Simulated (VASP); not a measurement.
Set up this calculation in VASP 6.6.1, as the native input.

```
Task                   : single point
Functional             : r2SCAN
Potentials or basis    : VASP PAW PBE potentials, release 64 (Li_sv, Cl)
Cutoff                 : 520 eV
k mesh                 : 8 × 8 × 8
Occupations            : gaussian, width 0.05 eV
Spin                   : no spin polarisation
Dipole correction      : no
Further INCAR settings : ALGO = Normal; EDIFF = 1e-06; NBANDS = 12
```

Crystal: LiCl.

```xyz
2
Lattice="0.0000 2.6417 2.6417 2.6417 0.0000 2.6417 2.6417 2.6417 0.0000" Properties=species:S:1:pos:R:3 pbc="T T T"
Li    0.0000    0.0000    0.0000
Cl    2.6417    2.6417    2.6417
```

This cell differs from its parent crystal: strain +0.030 along x and y, +0.030 along z.

These files were run (other wordings do the same):

POSCAR

```
LiCl
1.0
    0.0000000000      2.6417028000      2.6417028000
    2.6417028000      0.0000000000      2.6417028000
    2.6417028000      2.6417028000      0.0000000000
Li Cl
1 1
Direct
    0.0000000000      0.0000000000      0.0000000000
    0.5000000000      0.5000000000      0.5000000000
```

INCAR.step1

```
SYSTEM = LiCl
ALGO = Normal ; EDIFF = 1E-4
ENCUT = 520 ; GGA = PE
ISMEAR = 0 ; LASPH = .TRUE.
LCHARG = .FALSE. ; LREAL = .FALSE.
LWAVE = .TRUE. ; NBANDS = 12
NELM = 80 ; PREC = Accurate
SIGMA = 0.05
```

INCAR.step2

```
SYSTEM = LiCl
ALGO = Normal ; EDIFF = 1E-6
ENCUT = 520 ; ISIF = 2
ISMEAR = 0 ; ISTART = 1
LASPH = .TRUE. ; LCHARG = .TRUE.
LELF = .TRUE. ; LMIXTAU = .TRUE.
LREAL = .FALSE. ; LVHAR = .TRUE.
LWAVE = .FALSE. ; METAGGA = R2SCAN
NBANDS = 12 ; NELM = 80
PREC = Accurate ; SIGMA = 0.05
```

KPOINTS

```
k-points
0
G
  8 8 8
  0 0 0
```

Potentials or basis: VASP PAW PBE potentials, release 64 (Li_sv, Cl).

Launch:

```sh
$ cat potpaw_PBE.64/Li_sv/POTCAR potpaw_PBE.64/Cl/POTCAR > POTCAR
$ cp INCAR.step1 INCAR
$ mpirun -np 1 vasp_std > vasp.out
$ cp INCAR.step2 INCAR
$ mpirun -np 1 vasp_std > vasp.out
```

Results of the run:

```
Band gap on the k mesh : 6.79 eV
```

Caveat: the cell differs from its parent crystal (strain +0.030 along x and y, +0.030 along z).

It took 50 s on 1 thread of AMD EPYC 7R13 Processor (Zen 3), with other jobs on the host, peak memory 0.13 GiB.
